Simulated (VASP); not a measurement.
# GaSi62 (a cell with a defect) in VASP: notebook

GaSi62 (a cell with a defect) is run at these levels: LDA; tasks: single point.

Everything below comes from runs of VASP 6.6.1. Logs are shortened: lines on timing, memory, paths and dates and some standing lists are left out, and cuts for length are marked.

### Step 1. The cell of the first run

The cell holds a defect, 63 atoms: a = 10.860 Å, b = 10.860 Å, c = 10.860 Å, α = 90.00°, β = 90.00°, γ = 90.00°.

### Step 2. Single point, LDA, collinear spin, zero start

INCAR reads:

```
PREC = Accurate ; ENCUT = 520
EDIFF = 1E-6 ; ISMEAR = 0
SIGMA = 0.02 ; LREAL = Auto
LASPH = T ; NELM = 150
ALGO = Normal ; ISIF = 2
LWAVE = F ; LCHARG = F
ISPIN = 2 ; MAGMOM = 0 0 0 0 0 0 0 0 0 0 0 0 0 0 0 0 0 0 0 0 0 0 0 0 0 0 0 0 0 0 0 0 0 0 0 0 0 0 0 0 0 0 0 0 0 0 0 0 0 0 0 0 0 0 0 0 0 0 0 0 0 0 0
LORBIT = 11 ; GGA = CA
NBANDS = 172 ; NELECT = 259.0
```

KPOINTS reads:

```
Automatic mesh
0
Gamma
  1 1 1
```

POSCAR reads:

```
GaSi62
1.0
   10.8600000000      0.0000000000      0.0000000000
    0.0000000000     10.8600000000      0.0000000000
    0.0000000000      0.0000000000     10.8600000000
Si Ga
62 1
Direct
    0.5093883978      0.0095028545     -0.0047430018
    0.8683401473      0.3684388582      0.1283504604
    0.7549687845      0.0095391344      0.2408344383
    0.8760799263      0.1242842541      0.3765266114
    0.0001773481     -0.0005108656      0.0009245856
    0.1250134438      0.1243239411      0.1260509208
    0.2503504604      0.2507697974     -0.0003877532
    0.3737188766      0.3762286372      0.1261027624
    0.4993889503      0.5002632597      0.0009215470
    0.6241999079      0.6251209024      0.1260500000
    0.7506523941      0.7504630755     -0.0003919890
    0.8760906077      0.8738515654      0.1260937385
    0.2538027624      0.0017985267      0.2485795580
    0.3818985267      0.1281653775      0.3683810313
    0.5093970534      0.2551161142      0.2408722836
    0.6241593002      0.3762315838      0.3765340700
    0.7493586556      0.5002861878      0.2508787293
    0.8769514733      0.6249875691      0.3761096685
    0.5016869245      0.0017838858      0.4964779006
    0.6241996317      0.1243245856      0.6252559853
    0.7506522099      0.2507747698      0.4999209024
    0.8733869245      0.3735045120      0.6279911602
    0.7493586556     -0.0005008287      0.7500927256
    0.8683215470      0.1220338858      0.8819580110
   -0.0053727440      0.4947364641      0.0023839779
    0.1242855433      0.6244011050      0.1254348987
    0.2517800184      0.7518705341      0.0007438306
    0.3818973297      0.8819965930      0.1222115101
    0.0001718232      0.2494462247      0.2508858195
    0.1248732044      0.3770499079      0.3761128913
    0.2501325046      0.5018830571      0.2510354512
    0.3760083794      0.6276182320      0.3742579190
    0.5016824125      0.7538944751      0.2485918969
    0.6280603131      0.8819967772      0.3683750460
    0.0017656538     -0.0006463168      0.5001197974
    0.1242813996      0.1249406077      0.6259767035
    0.2517790055      0.2496321363      0.4985084715
    0.3741802947      0.3770566298      0.6254056169
    0.4992436464      0.5018881215      0.5001356354
    0.6248440147      0.6243555249      0.6260188766
    0.7495282689      0.7518579190      0.4985193370
    0.8769500921      0.8742697974      0.6253899632
    0.2501315838     -0.0006614180      0.7484889503
    0.3737084715      0.1242737569      0.8741474217
    0.4993823204      0.2494507366      0.7501118785
    0.6220035912      0.3682148250      0.8821558932
    0.7478595764      0.4946540516      0.7557205341
    0.8733779006      0.6223884899      0.8768727440
    0.0017701657      0.7502550645      0.2510262431
    0.1275047882      0.8761383057      0.3742406077
   -0.0008352670      0.4992714549      0.5021984346
    0.1247223757      0.6248321363      0.6255437385
    0.2504500000      0.7505707182      0.4998109576
    0.3760162983      0.8761197053      0.6227581952
   -0.0053744936      0.2479890424      0.7556494475
    0.1222874770      0.3735108656      0.8768674954
    0.2480885820      0.4992767035      0.7511002762
    0.3741808471      0.6249706262      0.8733209024
    0.4992472376      0.7502387661      0.7484895948
    0.6241582873      0.8738434622      0.8741453039
   -0.0008406998      0.7481745856      0.7511029466
    0.1248727440      0.8742588398      0.8733206262
    0.6621055249      0.1623511971      0.0880103131
```

Potentials or basis: VASP PAW LDA potentials, release 64 (Si, Ga_d).

Command:

```console
cat potpaw_LDA.64/Si/POTCAR potpaw_LDA.64/Ga_d/POTCAR > POTCAR
mpirun -np 1 vasp_gam > vasp.out
```

OUTCAR:

```text
PREC = Accurate
   ENCUT = 520
   EDIFF = 1E-6
   ISMEAR = 0
   LREAL = Auto
   LASPH = T
   NELM = 150
   ISIF = 2
   ISPIN = 2
   LORBIT = 11
   GGA = CA
   NELECT = 259.0

 ion  position               nearest neighbor table
   1  0.509  0.010  0.995-  60 2.34  44 2.34  28 2.39  63 2.55
   2  0.868  0.368  0.128-  17 2.34  29 2.34  25 2.37
   3  0.755  0.010  0.241-   4 2.34  12 2.34  34 2.40  63 2.55
   4  0.876  0.124  0.377-   3 2.34  35 2.35  29 2.35  21 2.35
   5  0.000  0.999  0.001-  24 2.34   6 2.35  12 2.35  62 2.37
   6  0.125  0.124  0.126-  13 2.34   5 2.35  29 2.35   7 2.37
   7  0.250  0.251  1.000-  56 2.34   8 2.35  44 2.35   6 2.37
   8  0.374  0.376  0.126-  15 2.34  31 2.35   9 2.35   7 2.35
[... 41 lines left out ...]
  50  0.128  0.876  0.374-  53 2.35  49 2.35  35 2.35  13 2.37
  51  0.999  0.499  0.502-  30 2.35  18 2.35  52 2.35  22 2.37
  52  0.125  0.625  0.626-  51 2.35  61 2.35  57 2.35  53 2.37
[... 8 lines left out ...]
  61  0.999  0.748  0.751-  62 2.35  42 2.35  52 2.35  48 2.37
  62  0.125  0.874  0.873-  61 2.35  43 2.35  27 2.36   5 2.37
  63  0.662  0.162  0.088-   1 2.55  15 2.55   3 2.55

  LATTYP: Found a simple cubic cell.
 ALAT       =    10.8600000000

  Lattice vectors:

 A1 = (  10.8600000000,   0.0000000000,   0.0000000000)
 A2 = (   0.0000000000,  10.8600000000,   0.0000000000)
 A3 = (   0.0000000000,   0.0000000000,  10.8600000000)

Analysis of symmetry for initial positions (statically):
=====================================================================
 Subroutine PRICEL returns:
 Original cell was already a primitive cell.

 Routine SETGRP: Setting up the symmetry group for a
 simple cubic supercell.

 Subroutine GETGRP returns: Found  1 space group operations
 (whereof  1 operations were pure point group operations)
 out of a pool of 48 trial point group operations.

The static configuration has the point symmetry C_1 .

Analysis of symmetry for dynamics (positions and initial velocities):
=====================================================================
 Subroutine PRICEL returns:
 Original cell was already a primitive cell.

 Routine SETGRP: Setting up the symmetry group for a
 simple cubic supercell.

 Subroutine GETGRP returns: Found  1 space group operations
 (whereof  1 operations were pure point group operations)
 out of a pool of 48 trial point group operations.

The dynamic configuration has the point symmetry C_1 .

Analysis of structural, dynamic, and magnetic symmetry:
=====================================================================
 Subroutine PRICEL returns:
 Original cell was already a primitive cell.

 Routine SETGRP: Setting up the symmetry group for a
 simple cubic supercell.

 Subroutine GETGRP returns: Found  1 space group operations
 (whereof  1 operations were pure point group operations)
 out of a pool of 48 trial point group operations.

The overall configuration has the point symmetry C_1 .

 Subroutine INISYM returns: Found  1 space group operations
 (whereof  1 operations are pure point group operations),
 and found     1 'primitive' translations

----------------------------------------------------------------------------------------

                                     Primitive cell

  volume of cell :    1280.8241

  direct lattice vectors                    reciprocal lattice vectors
    10.860000000  0.000000000  0.000000000     0.092081031  0.000000000  0.000000000
     0.000000000 10.860000000  0.000000000     0.000000000  0.092081031  0.000000000
     0.000000000  0.000000000 10.860000000     0.000000000  0.000000000  0.092081031

  length of vectors
    10.860000000 10.860000000 10.860000000     0.092081031  0.092081031  0.092081031

  position of ions in fractional coordinates (direct lattice)
     0.509388398  0.009502854  0.995256998
     0.868340147  0.368438858  0.128350460
     0.754968785  0.009539134  0.240834438
     0.876079926  0.124284254  0.376526611
     0.000177348  0.999489134  0.000924586
[... 171 lines left out ...]
[... 42 lines left out ...]
  ---------------------------------------------------
  free energy    TOTEN  =      -375.07147041 eV

  energy without entropy =     -375.06018662  energy(sigma->0) =     -375.06582852

 E-fermi :   5.4517     XC(G=0):  -9.5363

 val. band max:        5.4516620946   @ k =   0.0000   0.0000   0.0000
 cond. band min:       5.4516855289   @ k =   0.0000   0.0000   0.0000
 fundamental gap:      0.0000234344
 Fermi energy:         5.4516738117

 spin component 1

 k-point     1 :       0.0000    0.0000    0.0000
  band No.  band energies     occupation
      1      -9.1079      1.00000
      2      -9.1078      1.00000
      3      -9.0777      1.00000
      4      -9.0462      1.00000
      5      -9.0461      1.00000
      6      -6.2583      1.00000
[... 133 lines left out ...]
    140       6.7476      0.00000
    141       6.7477      0.00000
 Fermi energy:         5.4516738117

 spin component 2

 k-point     1 :       0.0000    0.0000    0.0000
  band No.  band energies     occupation
      1      -9.1079      1.00000
      2      -9.1078      1.00000
      3      -9.0777      1.00000
      4      -9.0462      1.00000
      5      -9.0461      1.00000
      6      -6.2583      1.00000
[... 133 lines left out ...]
    140       6.7476      0.00000
    141       6.7477      0.00000
 [bands above 141 left out]

------------------------ aborting loop because EDIFF is reached ----------------------------------------

  FORCE on cell =-STRESS in cart. coord.  units (eV):
  Direction    XX          YY          ZZ          XY          YZ          ZX
  --------------------------------------------------------------------------------------
  -------------------------------------------------------------------------------------
  Total      -33.3644797    -33.3876534    -33.3909042     -5.2292631      5.2791853      5.2349590
  in kB      -41.7354849    -41.7644728    -41.7685391     -6.5412629      6.6037103      6.5483879
  external PRESSURE =     -41.7561656 kB  Pullay stress =       0.0000000 kB

 VOLUME and BASIS-vectors are now :
 -----------------------------------------------------------------------------
  energy-cutoff  :      520.00
  volume of cell :     1280.82
      direct lattice vectors                 reciprocal lattice vectors
    10.860000000  0.000000000  0.000000000     0.092081031  0.000000000  0.000000000
     0.000000000 10.860000000  0.000000000     0.000000000  0.092081031  0.000000000
     0.000000000  0.000000000 10.860000000     0.000000000  0.000000000  0.092081031

 POSITION                                       TOTAL-FORCE (eV/Angst)
 -----------------------------------------------------------------------------------
      5.53196      0.10320     10.80849        -0.008871     -0.008639     -0.006219
      9.43017      4.00125      1.39389         0.014206      0.013559     -0.015625
      8.19896      0.10359      2.61546         0.004904     -0.009532      0.008358
      9.51423      1.34973      4.08908         0.005331     -0.000659      0.004182
      0.00193     10.85445      0.01004         0.004019     -0.003504      0.007759
      1.35765      1.35016      1.36891         0.003912     -0.002250      0.003728
[... 55 lines left out ...]
      1.35612      9.49445      9.48426         0.000642      0.007924     -0.004608
      7.19047      1.76313      0.95579        -0.146091     -0.147424      0.147272
 -----------------------------------------------------------------------------------
    total drift:                               -0.004825      0.006133      0.020177

  FREE ENERGIE OF THE ION-ELECTRON SYSTEM (eV)
  ---------------------------------------------------
  free  energy   TOTEN  =      -375.0714704100 eV

  energy  without entropy=     -375.0601866222  energy(sigma->0) =     -375.06582852

 total charge

# of ion       s       p       d       tot
------------------------------------------
    1        0.763   0.907   0.000   1.669
    2        0.784   0.853   0.000   1.637
    3        0.763   0.907   0.000   1.669
    4        0.748   0.957   0.000   1.705
    5        0.750   0.946   0.000   1.696
    6        0.747   0.953   0.000   1.699
[... 55 lines left out ...]
   62        0.751   0.942   0.000   1.693
   63        0.905   0.682   9.944  11.531
--------------------------------------------------
tot         47.469  59.006   9.944 116.419

 magnetization (x)

# of ion       s       p       d       tot
------------------------------------------
    1        0.000   0.000   0.000   0.000
    2        0.000   0.000   0.000   0.000
    3        0.000   0.000   0.000   0.000
    4        0.000   0.000   0.000   0.000
    5        0.000   0.000   0.000   0.000
    6        0.000   0.000   0.000   0.000
[... 55 lines left out ...]
   62        0.000   0.000   0.000   0.000
   63        0.000   0.000  -0.000   0.000
--------------------------------------------------
tot          0.000   0.000  -0.000   0.000
```

It took 29 min on 1 thread of Intel Xeon 8259CL, shared host; peak memory 0.89 GiB.

Results:

```
Free energy                                           : -375.0715 eV
Largest force                                         : 0.254 eV/Å
Net moment                                            : 0.00 μB per cell
Valence electrons inside the program's atomic spheres : Si 1.67, 1.64, 1.71, 1.70, 1.68, 1.69 (each value once); Ga 11.53
```

Forces in eV/Å, atoms in the order of the input:
```
Si  -0.009 -0.009 -0.006
Si   0.014  0.014 -0.016
Si   0.005 -0.010  0.008
Si   0.005 -0.001  0.004
Si   0.004 -0.004  0.008
Si   0.004 -0.002  0.004
Si   0.001  0.001  0.000
Si  -0.004  0.004  0.001
Si  -0.002  0.003  0.007
Si  -0.002  0.004  0.003
Si   0.000  0.001  0.000
Si   0.005 -0.004  0.001
Si   0.005  0.001  0.000
Si  -0.001  0.002  0.000
Si  -0.010  0.005  0.009
Si   0.001  0.005  0.005
Si  -0.008  0.006  0.004
Si   0.004  0.001 -0.007
Si   0.001  0.001 -0.006
Si  -0.002 -0.002 -0.001
Si  -0.002  0.000 -0.001
Si   0.004  0.004 -0.009
Si  -0.010 -0.004 -0.004
Si   0.015  0.016 -0.015
Si   0.017  0.017 -0.008
Si   0.004  0.003  0.001
Si   0.004  0.004  0.006
Si  -0.001 -0.001 -0.002
Si   0.005 -0.007  0.005
Si   0.000  0.003 -0.007
Si   0.000  0.002 -0.005
Si   0.004 -0.001 -0.005
Si   0.001  0.005  0.000
Si   0.003 -0.002  0.001
Si  -0.001  0.006 -0.001
Si   0.004  0.000 -0.003
Si   0.003 -0.006 -0.003
Si   0.007  0.004 -0.002
Si   0.005  0.000 -0.001
Si   0.000  0.004 -0.003
Si  -0.006  0.003 -0.003
Si   0.005  0.008 -0.001
Si  -0.001  0.005 -0.001
Si  -0.004 -0.001 -0.004
Si  -0.004 -0.008 -0.002
Si   0.015  0.018 -0.018
Si   0.006  0.015 -0.015
Si   0.005  0.008 -0.004
Si   0.000  0.000 -0.006
Si   0.000  0.003 -0.004
Si   0.001  0.001 -0.006
Si   0.002  0.001 -0.002
Si   0.002  0.003 -0.002
Si   0.003  0.004 -0.001
Si   0.016  0.007 -0.017
Si   0.010  0.004 -0.004
Si   0.006  0.001 -0.002
Si   0.007  0.002 -0.004
Si   0.005 -0.001 -0.001
Si   0.001 -0.004 -0.004
Si   0.001  0.006 -0.002
Si   0.001  0.008 -0.005
Ga  -0.146 -0.147  0.147
```

Levels at points of the mesh, in eV from the Fermi level:
Spin up:
| k point | band 127 | band 128 | band 129 | band 130 | band 131 | band 132 |
| --- | --- | --- | --- | --- | --- | --- |
| (0.00, 0.00, 0.00) | -0.55 | -0.19 | -0.19 | 0.00 | 0.73 | 0.73 |
Spin down:
| k point | band 127 | band 128 | band 129 | band 130 | band 131 | band 132 |
| --- | --- | --- | --- | --- | --- | --- |
| (0.00, 0.00, 0.00) | -0.55 | -0.19 | -0.19 | 0.00 | 0.73 | 0.73 |

Caveat: the k points lie up to 0.58 Å⁻¹ apart; the cell carries a net charge on a neutralising background, which shifts energy and pressure; the cell is charged against a uniform background, so pressure and absolute levels hang on convention; no moment was typed at the start, so none could form.

(Part 1 of 2 ends here.)
